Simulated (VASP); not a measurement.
# CuO (P6_3/mmc) in VASP: further runs

Aim: see how the results for CuO move with the level of theory and the settings. Levels: LDA, PBEsol, PBE. Tasks: single point.

Everything below comes from runs of VASP 6.6.1. Logs are shortened: lines on timing, memory, paths and dates and some standing lists are left out, and cuts for length are marked.

**1. The cell of the first run**

The structure is hexagonal, space group P6_3/mmc (No. 194). The conventional cell has a = 2.877 Å, b = 2.877 Å, c = 4.960 Å, α = 90.00°, β = 90.00°, γ = 120.00°. Cu (site symmetry -3m) has 6 O at 2.07 Å and 2 Cu at 2.48 Å within 2.7 Å. O (site symmetry -6m2) has 6 Cu at 2.07 Å within 2.7 Å.

**2. Single point, LDA**

Input file INCAR:

```
PREC = Accurate
ENCUT = 520
EDIFF = 1E-6
ISMEAR = -1
SIGMA = 0.05
LREAL = False
LASPH = True
NELM = 100
ALGO = Normal
ISIF = 2
LWAVE = False
LCHARG = False
GGA = CA
NBANDS = 25
```

Input file KPOINTS:

```
regular mesh
0
Gamma
  8 8 5
```

Input file POSCAR:

```
CuO
1.0
    2.8773500068      0.0000000000      0.0000000000
   -1.4386750034      2.4918582015      0.0000000000
    0.0000000000      0.0000000000      4.9602127560
Cu O
2 2
Direct
    0.0000000000      0.0000000000      0.0000000000
    0.0000000000      0.0000000000      0.5000000000
    0.3333333333      0.6666666667      0.2500000000
    0.6666666667      0.3333333333      0.7500000000
```

Potentials or basis: VASP PAW LDA potentials, release 64 (Cu, O).

Run with:

```sh
cat potpaw_LDA.64/Cu/POTCAR potpaw_LDA.64/O/POTCAR > POTCAR
mpirun -np 1 vasp_std > vasp.out
```

OUTCAR:

```text
PREC = Accurate
   ENCUT = 520
   EDIFF = 1E-6
   ISMEAR = -1
   LREAL = False
   LASPH = True
   NELM = 100
   ISIF = 2
   GGA = CA

 ion  position               nearest neighbor table
   1  0.000  0.000  0.000-   3 2.07   4 2.07   4 2.07   3 2.07   4 2.07   3 2.07   2 2.48   2 2.48

   2  0.000  0.000  0.500-   3 2.07   4 2.07   4 2.07   3 2.07   4 2.07   3 2.07   1 2.48   1 2.48

   3  0.333  0.667  0.250-   1 2.07   2 2.07   1 2.07   2 2.07   1 2.07   2 2.07
   4  0.667  0.333  0.750-   1 2.07   2 2.07   1 2.07   2 2.07   1 2.07   2 2.07

  LATTYP: Found a hexagonal cell.
 ALAT       =     2.8773500068
 C/A-ratio  =     1.7238823029

  Lattice vectors:

 A1 = (   2.8773500068,   0.0000000000,   0.0000000000)
 A2 = (  -1.4386750034,   2.4918582015,   0.0000000000)
 A3 = (   0.0000000000,   0.0000000000,   4.9602127560)

Analysis of symmetry for initial positions (statically):
=====================================================================
 Subroutine PRICEL returns:
 Original cell was already a primitive cell.

 Routine SETGRP: Setting up the symmetry group for a
 hexagonal supercell.

 Subroutine GETGRP returns: Found 24 space group operations
 (whereof 12 operations were pure point group operations)
 out of a pool of 24 trial point group operations.

The static configuration has the point symmetry D_3d.
 The point group associated with its full space group is D_6h.

Analysis of symmetry for dynamics (positions and initial velocities):
=====================================================================
 Subroutine PRICEL returns:
 Original cell was already a primitive cell.

 Routine SETGRP: Setting up the symmetry group for a
 hexagonal supercell.

 Subroutine GETGRP returns: Found 24 space group operations
 (whereof 12 operations were pure point group operations)
 out of a pool of 24 trial point group operations.

The dynamic configuration has the point symmetry D_3d.
 The point group associated with its full space group is D_6h.

 Subroutine INISYM returns: Found 24 space group operations
 (whereof 12 operations are pure point group operations),
 and found     1 'primitive' translations

----------------------------------------------------------------------------------------

                                     Primitive cell

  volume of cell :      35.5645

  direct lattice vectors                    reciprocal lattice vectors
     2.877350007  0.000000000  0.000000000     0.347542008  0.200653472  0.000000000
    -1.438675003  2.491858201  0.000000000     0.000000000  0.401306944  0.000000000
     0.000000000  0.000000000  4.960212756     0.000000000  0.000000000  0.201604256

  length of vectors
     2.877350007  2.877350007  4.960212756     0.401306944  0.401306944  0.201604256

  position of ions in fractional coordinates (direct lattice)
     0.000000000  0.000000000  0.000000000
     0.000000000  0.000000000  0.500000000
     0.333333333  0.666666667  0.250000000
     0.666666667  0.333333333  0.750000000

  ion indices of the primitive-cell ions
   primitive index   ion index
                 1           1
                 2           2
                 3           3
                 4           4

----------------------------------------------------------------------------------------

 KPOINTS: regular mesh

Automatic generation of k-mesh.
 Grid dimensions read from file:
 generate k-points for:    8    8    5

 Generating k-lattice:

  Cartesian coordinates                     Fractional coordinates (reciprocal lattice)
     0.043442751  0.025081684  0.000000000     0.125000000  0.000000000  0.000000000
     0.000000000  0.050163368  0.000000000     0.000000000  0.125000000  0.000000000
     0.000000000  0.000000000  0.040320851     0.000000000  0.000000000  0.200000000

  Length of vectors
     0.050163368  0.050163368  0.040320851

  Shift w.r.t. Gamma in fractional coordinates (k-lattice)
     0.000000000  0.000000000  0.000000000

 Subroutine IBZKPT returns following result:
 ===========================================

 Found     30 irreducible k-points:

 Following reciprocal coordinates:
            Coordinates               Weight
  0.000000  0.000000  0.000000      1.000000
  0.125000  0.000000  0.000000      6.000000
  0.250000  0.000000  0.000000      6.000000
  0.375000 -0.000000  0.000000      6.000000
  0.500000  0.000000  0.000000      3.000000
  0.125000  0.125000  0.000000      6.000000
[... 16 lines left out ...]
  0.250000  0.000000  0.400000     12.000000
  0.375000 -0.000000  0.400000     12.000000
 [... further k-points ...]
   k-points           NKPTS =     30   k-points in BZ     NKDIM =     30   number of bands    NBANDS=     25
   number of dos      NEDOS =    301   number of ions     NIONS =      4
   total plane-waves  NPLWV =  23040
   dimension x,y,z NGX =    24 NGY =   24 NGZ =   40
   dimension x,y,z NGXF=    48 NGYF=   48 NGZF=   80
   ions per type =               2   2
   NGX,Y,Z   is equivalent  to a cutoff of  13.87, 13.87, 13.41 a.u.
   NGXF,Y,Z  is equivalent  to a cutoff of  27.73, 27.73, 26.81 a.u.
 SYSTEM =  unknown system
   PREC   = accura    normal or accurate (medium, high low for compatibility)
   ISTART =      0    job   : 0-new  1-cont  2-samecut
   ICHARG =      2    charge: 1-file 2-atom 10-const
   ISPIN  =      1    spin polarized calculation?
   LNONCOLLINEAR =      F non collinear calculations
   LSORBIT =      F    spin-orbit coupling
   LASPH  =      T    aspherical Exc in radial PAW
   ENCUT  =  520.0 eV  38.22 Ry    6.18 a.u.   5.35  5.35  9.22*2*pi/ulx,y,z
   NELM   =    100;   NELMIN=  2; NELMDL= -5     # of ELM steps
   EDIFF  = 0.1E-05   stopping-criterion for ELM
   LREAL  =      F    real-space projection
   EDIFFG = 0.1E-04   stopping-criterion for IOM
   NSW    =      0    number of steps for IOM
   IBRION =     -1    ionic relax: 0-MD 1-quasi-New 2-CG
   NFREE  =      0    steps in history (QN), initial steepest desc. (CG)
   ISIF   =      2    stress and relaxation
   ISYM   =      2    0-nonsym 1-usesym 2-fastsym
   POTIM  = 0.5000    time-step for ionic-motion
   TEBEG  =    0.0;   TEEND  =   0.0 temperature during run
   PSTRESS=    0.0 pullay stress
   NELECT =      34.0000    total number of electrons
   NUPDOWN=      -1.0000    fix difference up-down
   EMIN   =  10.00;   EMAX   =-10.00  energy-range for DOS
   EFERMI =   0.00;   METHOD = LEGACY
   ISMEAR =    -1;   SIGMA  =   0.05  broadening in eV -4-tet -1-fermi 0-gaus
   EFERMI_NEDOS =   21; number of points for ismear=-14 and -15
   IALGO  =     38    algorithm
   IMIX   =      4    mixing-type and parameters
     AMIX     =   0.40;   BMIX     =  1.00
     AMIX_MAG =   1.60;   BMIX_MAG =  1.00
  volume/ion in A,a.u.               =       8.89        60.00
  Fermi-wavevector in a.u.,A,eV,Ry     =   1.612733  3.047623 35.387480  2.600906
  Thomas-Fermi vector in A             =   2.707915
   LORBIT       =      0    0 simple, 1 ext, 2 COOP (PROOUT), +10 PAW based schemes
   GGA     = CA    functional components
   LHFCALC =     F    Hartree Fock is set to
   AEXX    =    0.0000 exact exchange contribution
   IVDW    =     0    specifies the selected vdW correction
   LEPSILON=     F    determine dielectric tensor
   LRPA    =     F    only Hartree local field effects (RPA)
 non-spin polarized calculation
  energy-cutoff  :      520.00
  volume of cell :       35.56
 maximum number of plane-waves:       991
 NGX is ok and might be reduce to    24
   NGX = 11   NGY = 11   NGZ = 19

 number of electron      34.0000019 magnetization

 Free energy of the ion-electron system (eV)
  ---------------------------------------------------
  ext. energy  EPLUGINS =         0.00000000
  ---------------------------------------------------
  free energy    TOTEN  =       -22.57015993 eV

  energy without entropy =      -22.54074974  energy(sigma->0) =      -22.55545483

 E-fermi :   6.8661     XC(G=0): -13.2786

 val. band max:        6.8473308313   @ k =   0.0000   0.0000   0.4000
 cond. band min:       6.8902402469   @ k =   0.2500   0.1250   0.0000
 fundamental gap:      0.0429094156
 Fermi energy:         6.8661098247

 k-point     1 :       0.0000    0.0000    0.0000
  band No.  band energies     occupation
      1     -13.0588      2.00000
      2     -11.6533      2.00000
      3      -1.4596      2.00000
      4       1.5393      2.00000
      5       1.5393      2.00000
      6       3.0058      2.00000
[... 17 lines left out ...]
     24      24.5871      0.00000
     25      25.7429      0.00000

 k-point     2 :       0.1250    0.0000    0.0000
  band No.  band energies     occupation
      1     -12.8792      2.00000
      2     -11.5940      2.00000
      3      -1.1755      2.00000
      4       1.4162      2.00000
      5       1.5651      2.00000
      6       2.6098      2.00000
[... 17 lines left out ...]
     24      23.4051      0.00000
     25      23.7557      0.00000

 k-point     3 :       0.2500    0.0000    0.0000
  band No.  band energies     occupation
      1     -12.4029      2.00000
      2     -11.4540      2.00000
      3      -0.4087      2.00000
      4       0.8574      2.00000
      5       1.1600      2.00000
      6       1.5646      2.00000
[... 17 lines left out ...]
     24      21.0317      0.00000
     25      22.9967      0.00000

 k-point     4 :       0.3750   -0.0000    0.0000
  band No.  band energies     occupation
      1     -11.8249      2.00000
      2     -11.3419      2.00000
      3      -0.6014      2.00000
      4       0.4964      2.00000
      5       0.8472      2.00000
      6       1.4495      2.00000
[... 17 lines left out ...]
     24      19.6414      0.00000
     25      21.4302      0.00000
[... 477 lines left out ...]
 k-point    22 :       0.1250    0.0000    0.4000
  band No.  band energies     occupation
      1     -12.4833      2.00000
      2     -12.0907      2.00000
      3      -0.0483      2.00000
      4       1.0285      2.00000
      5       1.9347      2.00000
      6       2.0356      2.00000
[... 17 lines left out ...]
     24      21.8300      0.00000
     25      22.9573      0.00000

 k-point    23 :       0.2500    0.0000    0.4000
  band No.  band energies     occupation
      1     -12.0976      2.00000
      2     -11.8058      2.00000
      3      -0.0911      2.00000
      4       0.3127      2.00000
      5       1.7503      2.00000
      6       1.9681      2.00000
[... 17 lines left out ...]
     24      20.2722      0.00000
     25      23.0304      0.00000

 k-point    24 :       0.3750   -0.0000    0.4000
  band No.  band energies     occupation
      1     -11.6586      2.00000
      2     -11.5092      2.00000
      3      -0.5197      2.00000
      4      -0.2945      2.00000
      5       1.6093      2.00000
      6       1.6883      2.00000
[... 17 lines left out ...]
     24      19.8682      0.00000
     25      22.3016      0.00000

 [... further k-points ...]

------------------------ aborting loop because EDIFF is reached ----------------------------------------

  FORCE on cell =-STRESS in cart. coord.  units (eV):
  Direction    XX          YY          ZZ          XY          YZ          ZX
  --------------------------------------------------------------------------------------
  -------------------------------------------------------------------------------------
  Total        0.1417886      0.1417886      0.1804324      0.0000000      0.0000000     -0.0000000
  in kB        6.3875685      6.3875685      8.1284687      0.0000000      0.0000000     -0.0000000
  external PRESSURE =       6.9678686 kB  Pullay stress =       0.0000000 kB

 VOLUME and BASIS-vectors are now :
 -----------------------------------------------------------------------------
  energy-cutoff  :      520.00
  volume of cell :       35.56
      direct lattice vectors                 reciprocal lattice vectors
     2.877350007  0.000000000  0.000000000     0.347542008  0.200653472  0.000000000
    -1.438675003  2.491858201  0.000000000     0.000000000  0.401306944  0.000000000
     0.000000000  0.000000000  4.960212756     0.000000000  0.000000000  0.201604256

 POSITION                                       TOTAL-FORCE (eV/Angst)
 -----------------------------------------------------------------------------------
      0.00000      0.00000      0.00000        -0.000000      0.000000     -0.000000
      0.00000      0.00000      2.48011        -0.000000      0.000000     -0.000000
     -0.00000      1.66124      1.24005         0.000000      0.000000     -0.000000
      1.43868      0.83062      3.72016        -0.000000     -0.000000      0.000000
 -----------------------------------------------------------------------------------
    total drift:                               -0.000000      0.000000      0.000000

  FREE ENERGIE OF THE ION-ELECTRON SYSTEM (eV)
  ---------------------------------------------------
  free  energy   TOTEN  =       -22.5701599251 eV

  energy  without entropy=      -22.5407497410  energy(sigma->0) =      -22.55545483
```

Wall time 21 s (1 thread of Intel Xeon Platinum 8488C (Sapphire Rapids), shared host); peak memory 0.14 GiB.

What came out:

| Quantity | Value |
| --- | --- |
| Free energy | -22.5702 eV |
| Pressure | 0.7 GPa |
| Band gap on the k mesh | zero (bands 17 and 18 overlap by 0.80 eV) |

Stress tensor (GPa, compression positive):
```
0.64 0.00 0.00
0.00 0.64 0.00
0.00 0.00 0.81
```

Caveat: semilocal functionals often make such compounds metallic where correlation or magnetic order opens a gap, which also shifts bond lengths. With open d or f shells a metallic result of LDA can be an artefact of self-interaction; +U or a hybrid may open a gap.

**3. Single point, PBEsol**

This run uses another cell than the first one, of 9.22 Å³/atom.

Input file INCAR:

```
  PREC = Accurate
  ENCUT = 520
  EDIFF = 1E-6
  ISMEAR = -1
  SIGMA = 0.05
  LREAL = F
  LASPH = T
  NELM = 100
  ALGO = Normal
  ISIF = 2
  LWAVE = F
  LCHARG = F
  GGA = PS
  NBANDS = 25
```

KPOINTS is that of step 2.

Input file POSCAR:

```
CuO
1.0
    2.9110429659      0.0000000000      0.0000000000
   -1.4555214830      2.5210371600      0.0000000000
    0.0000000000      0.0000000000      5.0269044611
Cu O
2 2
Direct
    0.0000000000      0.0000000000      0.0000000000
    0.0000000000      0.0000000000      0.5000000000
    0.3333333333      0.6666666667      0.2500000000
    0.6666666667      0.3333333333      0.7500000000
```

Potentials or basis: VASP PAW PBE potentials, release 64 (Cu, O).

Run with:

```sh
cat potpaw_PBE.64/Cu/POTCAR potpaw_PBE.64/O/POTCAR > POTCAR
mpirun -np 1 vasp_std > vasp.out
```

Wall time 22 s (1 thread of Intel Xeon Platinum 8488C (Sapphire Rapids), shared host); peak memory 0.16 GiB.

The run converged. Its results:

```yaml
Free_energy: -20.7077 eV
Pressure: 0.5 GPa
Band_gap_on_the_k_mesh: zero (bands 17 and 18 overlap by 0.76 eV)
```

Stress tensor (GPa, compression positive):
```
0.45 0.00 0.00
0.00 0.45 0.00
0.00 0.00 0.58
```

Levels at points of the mesh, in eV from the Fermi level:
```
           k point  band 14  band 15  band 16  band 17  band 18  band 19  band 20  band 21
(0.00, 0.00, 0.00)    -1.89    -1.89    -1.09     0.55     0.55     1.38     5.93     9.21
(0.50, 0.00, 0.00)    -1.81    -1.47    -1.38     0.38     0.58     6.33     7.93     8.08
```

Caveat: the PAW data sets were made with another functional, which shifts forces and pressure a little; semilocal functionals often make such compounds metallic where correlation or magnetic order opens a gap, which also shifts bond lengths.

**4. Single point, PBE**

This run uses another cell than the first one, of 9.69 Å³/atom.

Input file INCAR:

```
SYSTEM = CuO
ALGO = Normal ; EDIFF = 1E-6
ENCUT = 520 ; GGA = PE
ISIF = 2 ; ISMEAR = -1
LASPH = .TRUE. ; LCHARG = .TRUE.
LELF = .TRUE. ; LREAL = .FALSE.
LVHAR = .TRUE. ; LWAVE = .FALSE.
NBANDS = 25 ; NELM = 100
PREC = Accurate ; SIGMA = 0.05
```

Input file KPOINTS:

```
k-points
0
G
  8 8 5
  0 0 0
```

Input file POSCAR:

```
CuO
1.0
    2.9634534415      0.0000000000      0.0000000000
   -1.4817267208      2.5664259633      0.0000000000
    0.0000000000      0.0000000000      5.0981934898
Cu O
2 2
Direct
    0.0000000000      0.0000000000      0.0000000000
    0.0000000000      0.0000000000      0.5000000000
    0.3333333333      0.6666666667      0.2500000000
    0.6666666667      0.3333333333      0.7500000000
```

Run with:

```sh
cat potpaw_PBE.64/Cu/POTCAR potpaw_PBE.64/O/POTCAR > POTCAR
mpirun -np 1 vasp_std > vasp.out
```

Run time: 23 s. Hardware: 1 thread of Intel Xeon Platinum 8488C (Sapphire Rapids), shared host; peak memory 0.16 GiB.

The run converged. Its results:

* Free energy: -18.8494 eV
* Pressure: 0.2 GPa
* Band gap on the k mesh: zero (bands 17 and 18 overlap by 0.71 eV)

Levels at points of the mesh, in eV from the Fermi level:
| k point | band 15 | band 16 | band 17 | band 18 | band 19 | band 20 |
| --- | --- | --- | --- | --- | --- | --- |
| (0.00, 0.00, 0.00) | -1.78 | -1.04 | 0.52 | 0.52 | 1.24 | 5.96 |
| (0.50, 0.00, 0.00) | -1.42 | -1.35 | 0.35 | 0.54 | 6.37 | 7.74 |

Caveat: semilocal functionals often make such compounds metallic where correlation or magnetic order opens a gap, which also shifts bond lengths.

**5. Summary**

```tsv
level	potentials or basis	cell	gap on the mesh (eV)	pressure (GPa)
LDA	VASP PAW LDA potentials, release 64 (Cu, O)	a = 2.877, b = 2.877, c = 4.960 Å, angles 90.0, 90.0, 120.0°, 4 atoms	none	0.7
PBEsol	VASP PAW PBE potentials, release 64 (Cu, O)	a = 2.911, b = 2.911, c = 5.027 Å, angles 90.0, 90.0, 120.0°, 4 atoms	none	0.5
PBE	VASP PAW PBE potentials, release 64 (Cu, O)	a = 2.963, b = 2.963, c = 5.098 Å, angles 90.0, 90.0, 120.0°, 4 atoms	none	0.2
```

Alike in all rows: task single point; no spin polarisation; k mesh 8 × 8 × 5; cutoff (eV) 520; smearing fermi-dirac 0.05 eV.

Caveats: semilocal functionals often make such compounds metallic where correlation or magnetic order opens a gap, which also shifts bond lengths; the PAW data sets were made with another functional, which shifts forces and pressure a little (at least some runs).

Total energies depend on the potentials used, so only differences within one code and one set of settings carry meaning.
